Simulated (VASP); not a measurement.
Wanted: the native input for a VASP 6.6.1 run.

```yaml
Task: single point
Functional: PBEsol
Potentials_or_basis: VASP PAW PBE potentials, release 64 (Zn, S)
Cutoff: 520 eV
k_mesh: 6 × 6 × 6
Occupations: gaussian, width 0.01 eV
Spin: no spin polarisation
Dipole_correction: no
Further_INCAR_settings: ALGO = Normal; EDIFF = 1e-06; NBANDS = 16
```

The structure of ZnS lies in POSCAR:

```
ZnS
1.0
    0.0000000000      2.6940955531      2.6940955531
    2.6940955531      0.0000000000      2.6940955531
    2.6940955531      2.6940955531      0.0000000000
Zn S
1 1
Direct
    0.2500000000      0.2500000000      0.2500000000
    0.0000000000      0.0000000000      0.0000000000
```

These files were run (other wordings do the same):

INCAR

```
SYSTEM = ZnS
PREC = Accurate
ENCUT = 520
EDIFF = 1E-6
ISMEAR = 0
SIGMA = 0.01
LREAL = .FALSE.
LASPH = .TRUE.
NELM = 100
ALGO = Normal
ISIF = 2
LWAVE = .FALSE.
LCHARG = .FALSE.
GGA = PS
NBANDS = 16
```

KPOINTS

```
regular mesh
0
G
  6 6 6
  0 0 0
```

Potentials or basis: VASP PAW PBE potentials, release 64 (Zn, S).

Launch:

```bash
$ cat potpaw_PBE.64/Zn/POTCAR potpaw_PBE.64/S/POTCAR > POTCAR
$ mpirun -np 1 vasp_std > vasp.out
```

Results of the run:

```json
{"Pressure": "-1.1 GPa", "Band gap on the k mesh": "2.01 eV"}
```

Caveat: the PAW data sets were made with another functional, which shifts forces and pressure a little.

Wall time 14 s on 1 thread of Intel(R) Xeon(R) Platinum 8259CL CPU @ 2.50GHz (Skylake/Cascade Lake), on a shared host, peak memory 0.15 GiB.
